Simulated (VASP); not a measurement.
# Zr (P6_3/mmc) in VASP: notebook

Aim: see how the results for Zr move with the level of theory and the settings. Levels: LDA, BLYP+D4, PBEsol+U. Tasks: single point.

Program: VASP 6.6.1. These are calculated values, not measurements. Logs are shortened: lines on timing, memory, paths and dates and some standing lists are left out, and cuts for length are marked.

## 1. The cell of the first run

It takes space group P6_3/mmc (No. 194, hexagonal). Conventional cell: a = 3.232 Å, b = 3.232 Å, c = 5.147 Å, α = 90.00°, β = 90.00°, γ = 120.00°. Within 4.2 Å of Zr (site symmetry -6m2) lie 12 Zr at 3.18 to 3.23 Å.

## 2. Single point, LDA

INCAR

```
ALGO     = Normal         # electronic algorithm
EDIFF    = 1E-7           # SCF threshold, eV
ENCUT    = 520            # plane-wave cutoff, eV
ISIF     = 2              # what is computed and relaxed
ISMEAR   = -1             # smearing method
LASPH    = True           # aspherical terms in the spheres
LCHARG   = False          # write CHGCAR
LREAL    = False          # projectors in reciprocal space
LWAVE    = False          # write WAVECAR
NBANDS   = 19             # bands
NELM     = 80             # most SCF steps
PREC     = Accurate       # precision mode
SIGMA    = 0.05           # smearing width, eV
```

KPOINTS

```
k-points
0
Gamma
  9 9 5
```

POSCAR

```
Zr
1.0
    3.2320000000      0.0000000000      0.0000000000
   -1.6160000000      2.7989941050      0.0000000000
    0.0000000000      0.0000000000      5.1470000000
Zr
2
Direct
    0.6666666667      0.3333333333      0.7500000000
    0.3333333333      0.6666666667      0.2500000000
```

Potentials or basis: VASP PAW LDA potentials, release 64 (Zr_sv).

Run with:

```
cat potpaw_LDA.64/Zr_sv/POTCAR > POTCAR
mpirun -np 1 vasp_std > vasp.out
```

OUTCAR:

```text
EDIFF = 1E-7
   ENCUT = 520
   ISIF = 2
   ISMEAR = -1
   LASPH = True
   LREAL = False
   NELM = 80
   PREC = Accurate

 ion  position               nearest neighbor table
   1  0.667  0.333  0.750-   2 3.18   2 3.18   2 3.18   2 3.18   2 3.18   2 3.18
   2  0.333  0.667  0.250-   1 3.18   1 3.18   1 3.18   1 3.18   1 3.18   1 3.18

  LATTYP: Found a hexagonal cell.
 ALAT       =     3.2320000000
 C/A-ratio  =     1.5925123762

  Lattice vectors:

 A1 = (   3.2320000000,   0.0000000000,   0.0000000000)
 A2 = (  -1.6160000000,   2.7989941050,   0.0000000000)
 A3 = (   0.0000000000,   0.0000000000,   5.1470000000)

Analysis of symmetry for initial positions (statically):
=====================================================================
 Subroutine PRICEL returns:
 Original cell was already a primitive cell.

 Routine SETGRP: Setting up the symmetry group for a
 hexagonal supercell.

 Subroutine GETGRP returns: Found 24 space group operations
 (whereof 12 operations were pure point group operations)
 out of a pool of 24 trial point group operations.

The static configuration has the point symmetry D_3d.
 The point group associated with its full space group is D_6h.

Analysis of symmetry for dynamics (positions and initial velocities):
=====================================================================
 Subroutine PRICEL returns:
 Original cell was already a primitive cell.

 Routine SETGRP: Setting up the symmetry group for a
 hexagonal supercell.

 Subroutine GETGRP returns: Found 24 space group operations
 (whereof 12 operations were pure point group operations)
 out of a pool of 24 trial point group operations.

The dynamic configuration has the point symmetry D_3d.
 The point group associated with its full space group is D_6h.

 Subroutine INISYM returns: Found 24 space group operations
 (whereof 12 operations are pure point group operations),
 and found     1 'primitive' translations

----------------------------------------------------------------------------------------

                                     Primitive cell

  volume of cell :      46.5616

  direct lattice vectors                    reciprocal lattice vectors
     3.232000000  0.000000000  0.000000000     0.309405941  0.178635603  0.000000000
    -1.616000000  2.798994105  0.000000000     0.000000000  0.357271206  0.000000000
     0.000000000  0.000000000  5.147000000     0.000000000  0.000000000  0.194287935

  length of vectors
     3.232000000  3.232000000  5.147000000     0.357271206  0.357271206  0.194287935

  position of ions in fractional coordinates (direct lattice)
     0.666666667  0.333333333  0.750000000
[... 73 lines left out ...]
   LNONCOLLINEAR =      F non collinear calculations
   LSORBIT =      F    spin-orbit coupling
   LASPH  =      T    aspherical Exc in radial PAW
   ENCUT  =  520.0 eV  38.22 Ry    6.18 a.u.   6.01  6.01  9.57*2*pi/ulx,y,z
   NELM   =     80;   NELMIN=  2; NELMDL= -5     # of ELM steps
   EDIFF  = 0.1E-06   stopping-criterion for ELM
   LREAL  =      F    real-space projection
   EDIFFG = 0.1E-05   stopping-criterion for IOM
   NSW    =      0    number of steps for IOM
   IBRION =     -1    ionic relax: 0-MD 1-quasi-New 2-CG
   NFREE  =      0    steps in history (QN), initial steepest desc. (CG)
   ISIF   =      2    stress and relaxation
   ISYM   =      2    0-nonsym 1-usesym 2-fastsym
   POTIM  = 0.5000    time-step for ionic-motion
   TEBEG  =    0.0;   TEEND  =   0.0 temperature during run
   PSTRESS=    0.0 pullay stress
   NELECT =      24.0000    total number of electrons
   NUPDOWN=      -1.0000    fix difference up-down
   EMIN   =  10.00;   EMAX   =-10.00  energy-range for DOS
   EFERMI =   0.00;   METHOD = LEGACY
   ISMEAR =    -1;   SIGMA  =   0.05  broadening in eV -4-tet -1-fermi 0-gaus
   EFERMI_NEDOS =   21; number of points for ismear=-14 and -15
   IALGO  =     38    algorithm
   IMIX   =      4    mixing-type and parameters
     AMIX     =   0.40;   BMIX     =  1.00
     AMIX_MAG =   1.60;   BMIX_MAG =  1.00
  volume/ion in A,a.u.               =      23.28       157.11
  Fermi-wavevector in a.u.,A,eV,Ry     =   1.312611  2.480475 23.442130  1.722948
  Thomas-Fermi vector in A             =   2.442991
   LORBIT       =      0    0 simple, 1 ext, 2 COOP (PROOUT), +10 PAW based schemes
   GGA     = CA    functional components
   LHFCALC =     F    Hartree Fock is set to
   AEXX    =    0.0000 exact exchange contribution
   IVDW    =     0    specifies the selected vdW correction
   LEPSILON=     F    determine dielectric tensor
   LRPA    =     F    only Hartree local field effects (RPA)
 non-spin polarized calculation
  energy-cutoff  :      520.00
  volume of cell :       46.56
 maximum number of plane-waves:      1284
   NGX = 13   NGY = 13   NGZ = 19

 number of electron      24.0000000 magnetization

 Free energy of the ion-electron system (eV)
  ---------------------------------------------------
  ext. energy  EPLUGINS =         0.00000000
  ---------------------------------------------------
  free energy    TOTEN  =       -18.53929116 eV

  energy without entropy =      -18.52157329  energy(sigma->0) =      -18.53043222

 E-fermi :   8.8019     XC(G=0): -11.2952

 val. band max:        8.7963753079   @ k =   0.1111   0.0000   0.2000
 cond. band min:       8.8063634121   @ k =   0.3333   0.3333   0.4000
 fundamental gap:      0.0099881042
 Fermi energy:         8.8019244961

 k-point     1 :       0.0000    0.0000    0.0000
  band No.  band energies     occupation
      1     -39.7697      2.00000
      2     -39.6110      2.00000
      3     -18.4478      2.00000
      4     -17.5626      2.00000
      5     -17.5626      2.00000
      6     -17.4220      2.00000
[... 505 lines left out ...]
      6     -17.8393      2.00000
[... 11 lines left out ...]
     18      13.1767      0.00000
     19      15.4665      0.00000

 [... further k-points ...]
[... 5 lines left out ...]
  --------------------------------------------------------------------------------------
  -------------------------------------------------------------------------------------
  Total       -1.8295707     -1.8295707     -1.5704209      0.0000000     -0.0000000      0.0000000
  in kB      -62.9552973    -62.9552973    -54.0379833      0.0000000     -0.0000000      0.0000000
  external PRESSURE =     -59.9828593 kB  Pullay stress =       0.0000000 kB

 VOLUME and BASIS-vectors are now :
 -----------------------------------------------------------------------------
  energy-cutoff  :      520.00
  volume of cell :       46.56
      direct lattice vectors                 reciprocal lattice vectors
     3.232000000  0.000000000  0.000000000     0.309405941  0.178635603  0.000000000
    -1.616000000  2.798994105  0.000000000     0.000000000  0.357271206  0.000000000
     0.000000000  0.000000000  5.147000000     0.000000000  0.000000000  0.194287935

 POSITION                                       TOTAL-FORCE (eV/Angst)
 -----------------------------------------------------------------------------------
      1.61600      0.93300      3.86025         0.000000     -0.000000      0.000000
     -0.00000      1.86600      1.28675        -0.000000      0.000000      0.000000
 -----------------------------------------------------------------------------------
    total drift:                               -0.000000      0.000000     -0.000000

  FREE ENERGIE OF THE ION-ELECTRON SYSTEM (eV)
  ---------------------------------------------------
  free  energy   TOTEN  =       -18.5392911566 eV

  energy  without entropy=      -18.5215732870  energy(sigma->0) =      -18.53043222
```

OSZICAR:

```text
N       E                     dE             d eps       ncg     rms          rms(c)
DAV:   1     0.216403384986E+03    0.21640E+03   -0.13169E+04  1368   0.125E+03
DAV:   2    -0.233127103138E+01   -0.21873E+03   -0.21458E+03  1560   0.368E+02
DAV:   3    -0.188717620491E+02   -0.16540E+02   -0.16336E+02  2475   0.722E+01
DAV:   4    -0.193240744507E+02   -0.45231E+00   -0.45193E+00  1667   0.123E+01
DAV:   5    -0.193346276240E+02   -0.10553E-01   -0.10551E-01  2001   0.138E+00    0.144E+01
DAV:   6    -0.186725524899E+02    0.66208E+00   -0.98206E-01  1481   0.715E+00    0.564E+00
DAV:   7    -0.185378487932E+02    0.13470E+00   -0.59659E-01  1991   0.472E+00    0.109E+00
DAV:   8    -0.185390525253E+02   -0.12037E-02   -0.27708E-02  1773   0.135E+00    0.247E-01
DAV:   9    -0.185392966783E+02   -0.24415E-03   -0.14727E-03  1869   0.323E-01    0.214E-02
DAV:  10    -0.185392885948E+02    0.80835E-05   -0.46836E-05  1963   0.391E-02    0.199E-02
DAV:  11    -0.185392912102E+02   -0.26155E-05   -0.70754E-06  1598   0.278E-02    0.142E-03
DAV:  12    -0.185392911566E+02    0.53657E-07   -0.39861E-07  1503   0.445E-03
   1 F= -.18539291E+02 E0= -.18530432E+02  d E =-.177179E-01
```

Wall time 7.9 s (1 thread of Intel Xeon 6975P-C (Granite Rapids), shared host); peak memory 0.15 GiB.

What came out:

```
Free energy            : -18.5393 eV
Pressure               : -6.0 GPa
Band gap on the k mesh : zero (band 12 reaches 9.62 eV, above the bottom of band 13 at 8.56 eV)
```

(Part 1 of 2 ends here.)
